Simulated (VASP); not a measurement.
## SnTe: single point with r2SCAN

SnTe:

```xyz
2
Lattice="0.0000 3.1648 3.1648 3.1648 0.0000 3.1648 3.1648 3.1648 0.0000" Properties=species:S:1:pos:R:3 pbc="T T T"
Sn    0.0000    0.0000    0.0000
Te    3.1648    3.1648    3.1648
```

```yaml
Program: VASP 6.6.1
Task: single point
Functional: r2SCAN
Potentials_or_basis: VASP PAW PBE potentials, release 64 (Sn_d, Te)
Cutoff: 520 eV
k_mesh: 9 × 9 × 9
Occupations: fermi-dirac, width 0.1 eV
Spin: no spin polarisation
```

The pressure is 0.9 GPa.

Levels at points of the mesh, in eV from the Fermi level:
| k point | band 7 | band 8 | band 9 | band 10 | band 11 | band 12 | band 13 | band 14 |
| --- | --- | --- | --- | --- | --- | --- | --- | --- |
| (0.00, 0.00, 0.00) | -4.80 | -2.46 | -2.46 | -2.46 | 3.40 | 3.40 | 3.40 | 4.98 |

Wall time 3 min on 1 thread of Intel(R) Xeon(R) Platinum 8259CL CPU @ 2.50GHz (Skylake/Cascade Lake), with other jobs on the host, peak memory 0.23 GiB.

Caveat: this odd mesh misses L, where the gap lies, so gap, dielectric constants and Born charges aren't listed; the PAW data sets were made with another functional, which shifts forces and pressure a little; spin-orbit coupling is left out, which moves the levels of the heavy elements.
